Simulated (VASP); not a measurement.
# Sb (Fd-3m) in VASP: a series of runs

The runs below take Sb through single point, relaxation of cell and atoms, with r2SCAN.

Program: VASP 6.6.1. These are calculated values, not measurements. Logs are shortened: lines on timing, memory, paths and dates and some standing lists are left out, and cuts for length are marked.

## Step 1: The cell of the first run

The structure is cubic, space group Fd-3m (No. 227). The conventional cell has a = 6.961 Å, b = 6.961 Å, c = 6.961 Å, α = 90.00°, β = 90.00°, γ = 90.00°. Sb (site symmetry -43m) has 4 Sb at 3.01 Å within 4.0 Å.

## Step 2: Single point, r2SCAN

File POSCAR:

```
Sb
1.0
    0.0000000000      3.4803558159      3.4803558159
    3.4803558159      0.0000000000      3.4803558159
    3.4803558159      3.4803558159      0.0000000000
Sb
2
Direct
    0.0000000000      0.0000000000      0.0000000000
    0.2500000000      0.2500000000      0.2500000000
```

File INCAR.step1:

```
ALGO     = Normal         # electronic algorithm
EDIFF    = 1E-4           # SCF threshold, eV
ENCUT    = 520            # plane-wave cutoff, eV
GGA      = PE             # functional
ISMEAR   = 0              # smearing method
LASPH    = T              # aspherical terms in the spheres
LCHARG   = F              # write CHGCAR
LREAL    = F              # projectors in reciprocal space
LWAVE    = T              # write WAVECAR
NBANDS   = 12             # bands
NELM     = 100            # most SCF steps
PREC     = Accurate       # precision mode
SIGMA    = 0.05           # smearing width, eV
```

File INCAR.step2:

```
ALGO     = Normal         # electronic algorithm
EDIFF    = 1E-7           # SCF threshold, eV
ENCUT    = 520            # plane-wave cutoff, eV
ISIF     = 2              # what is computed and relaxed
ISMEAR   = 0              # smearing method
ISTART   = 1            
LASPH    = T              # aspherical terms in the spheres
LCHARG   = T              # write CHGCAR
LELF     = T              # ELF
LMIXTAU  = T            
LREAL    = F              # projectors in reciprocal space
LVHAR    = T            
LWAVE    = F              # write WAVECAR
METAGGA  = R2SCAN         # meta-GGA
NBANDS   = 12             # bands
NELM     = 100            # most SCF steps
PREC     = Accurate       # precision mode
SIGMA    = 0.05           # smearing width, eV
```

File KPOINTS:

```
k-points
0
Gamma
  5 5 5
```

Potentials or basis: VASP PAW PBE potentials, release 64 (Sb).

On the command line:

```bash
cat potpaw_PBE.64/Sb/POTCAR > POTCAR
cp INCAR.step1 INCAR
mpirun -np 1 vasp_std > vasp.out
cp INCAR.step2 INCAR
mpirun -np 1 vasp_std > vasp.out
```

OUTCAR:

```text
EDIFF = 1E-7
   ENCUT = 520
   ISIF = 2
   ISMEAR = 0
   ISTART = 1
   LASPH = T
   LREAL = F
   METAGGA = R2SCAN
   NELM = 100
   PREC = Accurate

 ion  position               nearest neighbor table
   1  0.000  0.000  0.000-   2 3.01   2 3.01   2 3.01   2 3.01
   2  0.250  0.250  0.250-   1 3.01   1 3.01   1 3.01   1 3.01

  LATTYP: Found a face centered cubic cell.
 ALAT       =     6.9607116318

  Lattice vectors:

 A1 = (   0.0000000000,   3.4803558159,   3.4803558159)
 A2 = (   3.4803558159,   0.0000000000,   3.4803558159)
 A3 = (   3.4803558159,   3.4803558159,   0.0000000000)

Analysis of symmetry for initial positions (statically):
=====================================================================
 Subroutine PRICEL returns:
 Original cell was already a primitive cell.

 Routine SETGRP: Setting up the symmetry group for a
 face centered cubic supercell.

 Subroutine GETGRP returns: Found 48 space group operations
 (whereof 24 operations were pure point group operations)
 out of a pool of 48 trial point group operations.

The static configuration has the point symmetry T_d .
 The point group associated with its full space group is O_h .

Analysis of symmetry for dynamics (positions and initial velocities):
=====================================================================
 Subroutine PRICEL returns:
 Original cell was already a primitive cell.

 Routine SETGRP: Setting up the symmetry group for a
 face centered cubic supercell.

 Subroutine GETGRP returns: Found 48 space group operations
 (whereof 24 operations were pure point group operations)
 out of a pool of 48 trial point group operations.

The dynamic configuration has the point symmetry T_d .
 The point group associated with its full space group is O_h .

 Subroutine INISYM returns: Found 48 space group operations
 (whereof 24 operations are pure point group operations),
 and found     1 'primitive' translations

----------------------------------------------------------------------------------------

                                     Primitive cell

  volume of cell :      84.3142

  direct lattice vectors                    reciprocal lattice vectors
     0.000000000  3.480355816  3.480355816    -0.143663472  0.143663472  0.143663472
     3.480355816  0.000000000  3.480355816     0.143663472 -0.143663472  0.143663472
     3.480355816  3.480355816  0.000000000     0.143663472  0.143663472 -0.143663472

  length of vectors
     4.921966397  4.921966397  4.921966397     0.248832433  0.248832433  0.248832433

  position of ions in fractional coordinates (direct lattice)
     0.000000000  0.000000000  0.000000000
     0.250000000  0.250000000  0.250000000

  ion indices of the primitive-cell ions
   primitive index   ion index
                 1           1
                 2           2

----------------------------------------------------------------------------------------

 KPOINTS: k-points

Automatic generation of k-mesh.
 Grid dimensions read from file:
 generate k-points for:    5    5    5

 Generating k-lattice:

  Cartesian coordinates                     Fractional coordinates (reciprocal lattice)
    -0.028732694  0.028732694  0.028732694     0.200000000  0.000000000  0.000000000
     0.028732694 -0.028732694  0.028732694     0.000000000  0.200000000  0.000000000
     0.028732694  0.028732694 -0.028732694     0.000000000  0.000000000  0.200000000

  Length of vectors
     0.049766487  0.049766487  0.049766487

  Shift w.r.t. Gamma in fractional coordinates (k-lattice)
     0.000000000  0.000000000  0.000000000

 Subroutine IBZKPT returns following result:
 ===========================================

 Found     10 irreducible k-points:

 Following reciprocal coordinates:
            Coordinates               Weight
  0.000000  0.000000  0.000000      1.000000
  0.200000  0.000000  0.000000      8.000000
  0.400000  0.000000  0.000000      8.000000
  0.200000  0.200000  0.000000      6.000000
  0.400000  0.200000  0.000000     24.000000
 -0.400000  0.200000  0.000000     24.000000
 -0.200000  0.200000  0.000000     12.000000
  0.400000  0.400000  0.000000      6.000000
 -0.400000  0.400000  0.000000     12.000000
 -0.400000  0.400000  0.200000     24.000000
   k-points           NKPTS =     10   k-points in BZ     NKDIM =     10   number of bands    NBANDS=     12
   number of dos      NEDOS =    301   number of ions     NIONS =      2
   total plane-waves  NPLWV =  64000
   dimension x,y,z NGX =    40 NGY =   40 NGZ =   40
   dimension x,y,z NGXF=    80 NGYF=   80 NGZF=   80
   ions per type =               2
   NGX,Y,Z   is equivalent  to a cutoff of  13.51, 13.51, 13.51 a.u.
   NGXF,Y,Z  is equivalent  to a cutoff of  27.02, 27.02, 27.02 a.u.
 SYSTEM =  unknown system
   PREC   = accura    normal or accurate (medium, high low for compatibility)
   ISTART =      1    job   : 0-new  1-cont  2-samecut
   ICHARG =      0    charge: 1-file 2-atom 10-const
[... 88 lines left out ...]
     10       9.9376      0.00000
     11       9.9376      0.00000
     12      11.2391      0.00000

 k-point     3 :       0.4000    0.0000    0.0000
  band No.  band energies     occupation
      1      -7.2242      2.00000
      2      -4.2009      2.00000
      3       1.1746      2.00000
      4       1.1746      2.00000
      5       1.6630      2.00000
      6       5.4604      0.00000
      7       5.4604      0.00000
      8       7.5299      0.00000
      9       9.5683      0.00000
     10      10.6271      0.00000
     11      10.6271      0.00000
     12      11.3725      0.00000

 k-point     4 :       0.2000    0.2000    0.0000
  band No.  band energies     occupation
      1      -7.7941      2.00000
      2      -2.8592      2.00000
      3       1.1088      2.00000
      4       1.1088      2.00000
      5       3.1105      2.00000
      6       3.8071      2.00000
      7       5.7503      0.00000
      8       5.7503      0.00000
      9       8.7692      0.00000
     10       9.7353      0.00000
     11      11.0062      0.00000
     12      12.7319      0.00000

 k-point     5 :       0.4000    0.2000    0.0000
  band No.  band energies     occupation
      1      -7.1860      2.00000
      2      -4.1666      2.00000
      3       0.3768      2.00000
      4       0.7514      2.00000
      5       3.2264      2.00000
      6       4.5145      0.00000
      7       6.4424      0.00000
      8       6.6460      0.00000
      9       9.4606      0.00000
     10      10.5573      0.00000
     11      11.4759      0.00000
     12      12.3515      0.00000

 k-point     6 :      -0.4000    0.2000    0.0000
  band No.  band energies     occupation
      1      -6.7988      2.00000
      2      -4.7816      2.00000
      3      -0.0586      2.00000
      4       0.8690      2.00000
      5       3.0481      2.00000
      6       5.5614      0.00000
      7       6.1776      0.00000
      8       7.2422      0.00000
      9       9.2723      0.00000
     10      10.3689      0.00000
     11      11.1857      0.00000
     12      12.2062      0.00000

 k-point     7 :      -0.2000    0.2000    0.0000
  band No.  band energies     occupation
      1      -7.4504      2.00000
      2      -3.6842      2.00000
      3       0.3503      2.00000
      4       1.3593      2.00000
      5       2.8119      2.00000
      6       5.3296      0.00000
      7       5.3460      0.00000
      8       6.2571      0.00000
      9       9.3675      0.00000
     10      10.1861      0.00000
     11      10.5155      0.00000
     12      12.6206      0.00000

 k-point     8 :       0.4000    0.4000    0.0000
  band No.  band energies     occupation
      1      -6.6640      2.00000
      2      -4.9289      2.00000
      3       0.3332      2.00000
      4       0.3332      2.00000
      5       3.3799      2.00000
      6       3.6025      2.00000
      7       7.8232      0.00000
      8       7.8232      0.00000
      9       9.2636      0.00000
     10      11.3919      0.00000
     11      12.3142      0.00000
     12      13.1036      0.00000

 k-point     9 :      -0.4000    0.4000    0.0000
  band No.  band energies     occupation
      1      -6.0916      2.00000
      2      -5.6065      2.00000
      3      -0.1834      2.00000
      4       0.3884      2.00000
      5       3.4571      2.00000
      6       4.6474      0.00000
      7       7.4397      0.00000
      8       7.6297      0.00000
      9       9.2369      0.00000
     10      11.1553      0.00000
     11      11.3912      0.00000
     12      13.9097      0.00000

 k-point    10 :      -0.4000    0.4000    0.2000
  band No.  band energies     occupation
      1      -6.4936      2.00000
      2      -5.1367      2.00000
      3      -0.1553      2.00000
      4       0.3299      2.00000
      5       4.0924      1.00000
      6       4.8073      0.00000
      7       6.4330      0.00000
      8       7.2102      0.00000
      9       9.5781      0.00000
     10      10.2819      0.00000
     11      12.0682      0.00000
     12      13.1845      0.00000

------------------------ aborting loop because EDIFF is reached ----------------------------------------

  FORCE on cell =-STRESS in cart. coord.  units (eV):
  Direction    XX          YY          ZZ          XY          YZ          ZX
  --------------------------------------------------------------------------------------
  -------------------------------------------------------------------------------------
  Total       -0.2526414     -0.2526414     -0.2526414     -0.0000000      0.0000000      0.0000000
  in kB       -4.8008070     -4.8008070     -4.8008070     -0.0000000      0.0000000      0.0000000
  external PRESSURE =      -4.8008070 kB  Pullay stress =       0.0000000 kB

 VOLUME and BASIS-vectors are now :
 -----------------------------------------------------------------------------
  energy-cutoff  :      520.00
  volume of cell :       84.31
      direct lattice vectors                 reciprocal lattice vectors
     0.000000000  3.480355816  3.480355816    -0.143663472  0.143663472  0.143663472
     3.480355816  0.000000000  3.480355816     0.143663472 -0.143663472  0.143663472
     3.480355816  3.480355816  0.000000000     0.143663472  0.143663472 -0.143663472

 POSITION                                       TOTAL-FORCE (eV/Angst)
 -----------------------------------------------------------------------------------
      0.00000      0.00000      0.00000         0.000000      0.000000      0.000000
      1.74018      1.74018      1.74018        -0.000000     -0.000000     -0.000000
 -----------------------------------------------------------------------------------
    total drift:                               -0.000000      0.000000      0.000000

  FREE ENERGIE OF THE ION-ELECTRON SYSTEM (eV)
  ---------------------------------------------------
  free  energy   TOTEN  =       -50.6551344764 eV

  energy  without entropy=      -50.6497182564  energy(sigma->0) =      -50.65242637
```

Run time: 61 s. Hardware: 1 thread of Intel Xeon Platinum 8259CL at 2.50GHz (Skylake/Cascade Lake), shared host; peak memory 0.24 GiB.

What came out:

* Free energy: -50.6551 eV
* Pressure: -0.5 GPa
* Band gap on the k mesh: zero (band 5 reaches 4.09 eV, above the bottom of band 6 at 3.60 eV)

Levels at points of the mesh, in eV from the Fermi level:
| k point | band 2 | band 3 | band 4 | band 5 | band 6 | band 7 | band 8 | band 9 |
| --- | --- | --- | --- | --- | --- | --- | --- | --- |
| (0.00, 0.00, 0.00) | -5.57 | -2.16 | -2.16 | -2.16 | 0.30 | 0.30 | 0.30 | 4.08 |

Caveat: the PAW data sets were made with another functional, which shifts forces and pressure a little; spin-orbit coupling is left out, which moves the levels of the heavy elements.

## Step 3: Relaxation of cell and atoms, r2SCAN

This run uses another cell than the first one, of 39.30 Å³/atom, 0.932 times its volume.

File POSCAR:

```
Sb
1.0
    0.0000000000      3.4000000000      3.4000000000
    3.4000000000      0.0000000000      3.4000000000
    3.4000000000      3.4000000000      0.0000000000
Sb
2
Direct
    0.0000000000      0.0000000000      0.0000000000
    0.2500000000      0.2500000000      0.2500000000
```

File INCAR.step1:

```
SYSTEM = Sb
PREC = Accurate ; ENCUT = 600
ISMEAR = 0 ; SIGMA = 0.05
LREAL = .FALSE. ; LASPH = .TRUE.
NELM = 60 ; GGA = PE
ALGO = Normal ; EDIFF = 1E-4
LWAVE = .TRUE. ; LCHARG = .FALSE.
```

File INCAR.step2:

```
SYSTEM = Sb
PREC = Accurate ; ENCUT = 600
EDIFF = 1E-6 ; ISMEAR = 0
SIGMA = 0.05 ; LREAL = .FALSE.
LASPH = .TRUE. ; NELM = 60
ALGO = Normal ; ISIF = 3
LWAVE = .FALSE. ; LCHARG = .FALSE.
METAGGA = R2SCAN ; LMIXTAU = .TRUE.
IBRION = 2 ; NSW = 80
EDIFFG = -0.02 ; ISTART = 1
```

File KPOINTS:

```
regular mesh
0
G
  5 5 5
  0 0 0
```

Potentials or basis: VASP PAW PBE potentials, release 64 (Sb).

On the command line:

```bash
cat potpaw_PBE.64/Sb/POTCAR > POTCAR
cp INCAR.step1 INCAR
mpirun -np 1 vasp_std > vasp.out
cp INCAR.step2 INCAR
mpirun -np 1 vasp_std > vasp.out
```

Wall time 1.7 min (1 thread of Intel Xeon Platinum 8259CL at 2.50GHz (Skylake/Cascade Lake), shared host); peak memory 0.25 GiB.

It converged, with:

```
Free energy                            : -50.6569 eV
Relaxed volume                         : 41.57 Å³/atom
Relaxed cell                           : a = 4.899 Å, b = 4.899 Å, c = 4.899 Å, α = 60.00°, β = 60.00°, γ = 60.00°
Space group after relaxing (to 0.05 Å) : Fd-3m (No. 227)
Energy gained by relaxing              : 15.4 meV/atom
Ionic steps                            : 3
Pressure after relaxing                : 0.0 GPa
Band gap on the k mesh                 : zero (band 5 reaches 4.24 eV, above the bottom of band 6 at 3.73 eV)
```

Step by step:
```csv
step,energy change (eV),largest force (eV/Å),pressure (GPa),volume (Å³)
1,0.0000,0.0000,2.29,78.61
2,-0.0256,0.0000,-0.82,85.17
3,-0.0309,0.0000,0.01,83.15
```

Final structure:
```xyz
2
Lattice="0.0000 3.4642 3.4642 3.4642 0.0000 3.4642 3.4642 3.4642 0.0000" Properties=species:S:1:pos:R:3 pbc="T T T"
Sb    0.0000    0.0000    0.0000
Sb    1.7321    1.7321    1.7321
```

Levels at points of the mesh, in eV from the Fermi level:
```tsv
k point	band 3	band 4	band 5	band 6	band 7	band 8
(0.00, 0.00, 0.00)	-2.20	-2.20	-2.20	0.27	0.27	0.27
```

Caveat: the PAW data sets were made with another functional, which shifts forces and pressure a little; spin-orbit coupling is left out, which moves the levels of the heavy elements.

## Step 4: Relaxation of cell and atoms, r2SCAN

This run uses another cell than the first one, of 41.53 Å³/atom, 0.985 times its volume.

File POSCAR:

```
Sb
1.0
    0.0000000000      3.4631260494      3.4631260494
    3.4631260494      0.0000000000      3.4631260494
    3.4631260494      3.4631260494      0.0000000000
Sb
2
Direct
    0.0000000000      0.0000000000      0.0000000000
    0.2500000000      0.2500000000      0.2500000000
```

File INCAR.step1:

```
PREC     = Accurate       # precision mode
ENCUT    = 600            # plane-wave cutoff, eV
ISMEAR   = 0              # smearing method
SIGMA    = 0.05           # smearing width, eV
LREAL    = False          # projectors in reciprocal space
LASPH    = True           # aspherical terms in the spheres
NELM     = 80             # most SCF steps
GGA      = PE             # functional
ALGO     = Normal         # electronic algorithm
EDIFF    = 1E-4           # SCF threshold, eV
LWAVE    = True           # write WAVECAR
LCHARG   = False          # write CHGCAR
```

File INCAR.step2:

```
PREC     = Accurate       # precision mode
ENCUT    = 600            # plane-wave cutoff, eV
EDIFF    = 1E-7           # SCF threshold, eV
ISMEAR   = 0              # smearing method
SIGMA    = 0.05           # smearing width, eV
LREAL    = False          # projectors in reciprocal space
LASPH    = True           # aspherical terms in the spheres
NELM     = 80             # most SCF steps
ALGO     = Normal         # electronic algorithm
ISIF     = 3              # what is computed and relaxed
LWAVE    = False          # write WAVECAR
LCHARG   = False          # write CHGCAR
METAGGA  = R2SCAN         # meta-GGA
LMIXTAU  = True         
IBRION   = 2              # ionic algorithm
NSW      = 80             # ionic steps
EDIFFG   = -0.02          # ionic threshold
ISTART   = 1
```

File KPOINTS:

```
Automatic mesh
0
Gamma
  5 5 5
```

On the command line:

```bash
cat potpaw_PBE.64/Sb/POTCAR > POTCAR
cp INCAR.step1 INCAR
mpirun -np 1 vasp_std > vasp.out
cp INCAR.step2 INCAR
mpirun -np 1 vasp_std > vasp.out
```

It took 51 s on 1 thread of Intel Xeon Platinum 8259CL at 2.50GHz (Skylake/Cascade Lake), shared host; peak memory 0.25 GiB.

It converged, with:

```
Free energy             : -50.6570 eV
Pressure after relaxing : 0.0 GPa
Band gap on the k mesh  : zero (band 5 reaches 4.26 eV, above the bottom of band 6 at 3.74 eV)
```

Final structure:
```
CELL_PARAMETERS angstrom
0.00000 3.46313 3.46313
3.46313 0.00000 3.46313
3.46313 3.46313 0.00000
ATOMIC_POSITIONS crystal
Sb 0.00000 0.00000 0.00000
Sb 0.25000 0.25000 0.25000
```

Levels at points of the mesh, in eV from the Fermi level:
| k point | band 2 | band 3 | band 4 | band 5 | band 6 | band 7 | band 8 | band 9 |
| --- | --- | --- | --- | --- | --- | --- | --- | --- |
| (0.00, 0.00, 0.00) | -5.52 | -2.21 | -2.21 | -2.21 | 0.27 | 0.27 | 0.27 | 4.06 |

Caveat: the relaxation stopped at its first step, so nothing moved; the PAW data sets were made with another functional, which shifts forces and pressure a little; spin-orbit coupling is left out, which moves the levels of the heavy elements.

## Step 5: The runs side by side

| task | cell | cutoff (eV) | gap on the mesh (eV) | pressure (GPa) |
| --- | --- | --- | --- | --- |
| single point | a = 4.922 Å, angles 60.0°, 2 atoms | 520 | none | -0.5 |
| relaxation of cell and atoms | relaxed from a = 4.808 Å, angles 60.0°, 2 atoms | 600 | none | 0.0 |
| relaxation of cell and atoms | relaxed from a = 4.898 Å, angles 60.0°, 2 atoms | 600 | none | 0.0 |

Alike in all rows: level r2SCAN; potentials or basis VASP PAW PBE potentials, release 64 (Sb); no spin polarisation; k mesh 5 × 5 × 5; smearing gaussian 0.05 eV.

Caveats: the PAW data sets were made with another functional, which shifts forces and pressure a little; spin-orbit coupling is left out, which moves the levels of the heavy elements; the relaxation stopped at its first step, so nothing moved (some runs).

Total energies depend on the potentials used, so only differences within one code and one set of settings carry meaning.
